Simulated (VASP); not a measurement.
SnO2: single point with PBEsol

The system is SnO2.

```
Sn O
1.0
     4.83093    0.00000    0.00000
     0.00000    4.83093    0.00000
     0.00000    0.00000    3.24900
Sn O
2 4
Direct
  0.50000 0.50000 0.50000
  0.00000 0.00000 0.00000
  0.80710 0.19290 0.50000
  0.69290 0.69290 0.00000
  0.19290 0.80710 0.50000
  0.30710 0.30710 0.00000
```

```
Program                : VASP 6.6.1
Task                   : single point
Functional             : PBEsol
Potentials or basis    : VASP PAW PBE potentials, release 64 (Sn_d, O)
Cutoff                 : 520 eV
k mesh                 : 6 × 6 × 8
Occupations            : fermi-dirac, width 0.05 eV
Spin                   : no spin polarisation
Dipole correction      : no
Further INCAR settings : ALGO = Normal; EDIFF = 1e-07; NBANDS = 35
```

- Pressure: -6.0 GPa
- Largest force: 0.003 eV/Å
- Band gap on the k mesh: 0.53 eV

Forces in eV/Å, atoms in the order of the input:
```
Sn   0.000  0.000  0.000
Sn   0.000  0.000  0.000
O   -0.002  0.002  0.000
O    0.002  0.002  0.000
O    0.002 -0.002  0.000
O   -0.002 -0.002  0.000
```

Stress tensor (GPa, compression positive):
```
-5.58  0.00  0.00
 0.00 -5.58  0.00
 0.00  0.00 -6.93
```

Levels at points of the mesh, in eV from the valence-band top:
| k point | band 23 | band 24 | band 25 | band 26 | band 27 | band 28 | band 29 | band 30 |
| --- | --- | --- | --- | --- | --- | --- | --- | --- |
| (0.00, 0.00, 0.00) | -1.28 | -0.75 | -0.75 | 0.00 | 0.53 | 5.49 | 5.85 | 5.85 |
| (0.50, 0.00, 0.00) | -1.23 | -1.23 | -0.62 | -0.62 | 3.75 | 3.75 | 6.59 | 6.59 |
| (0.50, 0.50, 0.00) | -1.35 | -1.35 | -0.85 | -0.85 | 4.12 | 4.12 | 6.96 | 6.96 |
| (0.00, 0.00, 0.50) | -1.55 | -1.55 | -1.20 | -1.20 | 5.47 | 5.47 | 9.17 | 9.17 |
| (0.50, 0.00, 0.50) | -1.02 | -1.02 | -0.76 | -0.76 | 5.73 | 5.73 | 7.42 | 7.42 |
| (0.50, 0.50, 0.50) | -0.93 | -0.93 | -0.78 | -0.78 | 4.23 | 4.23 | 8.39 | 8.39 |

Run time: 57 s on 1 thread of AMD EPYC 9R45 96-Core Processor (Zen 5), on a shared host, peak memory 0.21 GiB.

Caveat: the cell stands under tension; semilocal functionals underestimate gaps, and a narrow one can read as zero; the PAW data sets were made with another functional, which shifts forces and pressure a little; spin-orbit coupling is left out, which moves the levels of the heavy elements.
